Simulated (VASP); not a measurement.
Wanted: the native input for a VASP 6.6.1 run.

| Quantity | Value |
| --- | --- |
| Task | single point |
| Functional | PBE |
| Potentials or basis | VASP PAW PBE potentials, release 64 (Y_sv, Al, N) |
| Cutoff | 520 eV |
| k mesh | 6 × 6 × 6 |
| Occupations | gaussian, width 0.1 eV |
| Spin | no spin polarisation |
| Dipole correction | no |
| Further INCAR settings | ALGO = Normal; EDIFF = 1e-07; NBANDS = 38 |

The structure of Y3AlN4 lies in POSCAR:

```
Y3AlN4
1.0
   -2.5199089000      2.5199089000      5.0398178000
    2.5199089000     -2.5199089000      5.0398178000
    2.5199089000      2.5199089000     -5.0398178000
Y Al N
3 1 4
Direct
    0.7500000000      0.2500000000      0.5000000000
    0.2500000000      0.7500000000      0.5000000000
    0.5000000000      0.5000000000      0.0000000000
    0.0000000000      0.0000000000      0.0000000000
    0.5000000000      0.0000000000      0.5000000000
    0.0000000000      0.5000000000      0.5000000000
    0.2500000000      0.2500000000      0.0000000000
    0.7500000000      0.7500000000      0.0000000000
```

These files were run (other wordings do the same):

INCAR

```
PREC = Accurate
ENCUT = 520
EDIFF = 1E-7
ISMEAR = 0
SIGMA = 0.1
LREAL = F
LASPH = T
NELM = 100
ALGO = Normal
ISIF = 2
LWAVE = F
LCHARG = T
GGA = PE
LELF = T
LVHAR = T
NBANDS = 38
```

KPOINTS

```
Automatic mesh
0
Gamma
  6 6 6
```

Potentials or basis: VASP PAW PBE potentials, release 64 (Y_sv, Al, N).

Command:

```console
$ cat potpaw_PBE.64/Y_sv/POTCAR potpaw_PBE.64/Al/POTCAR potpaw_PBE.64/N/POTCAR > POTCAR
$ mpirun -np 1 vasp_std > vasp.out
```

It gave:

```yaml
Pressure: -18.8 GPa
Largest_force: 0.310 eV/Å
Band_gap_on_the_k_mesh: 0.38 eV
```

Caveat: the cell stands under tension; semilocal functionals underestimate gaps, and a narrow one can read as zero.

It took 4.2 min on 1 thread of Intel(R) Xeon(R) Platinum 8488C (Sapphire Rapids) (shared host), peak memory 0.41 GiB.
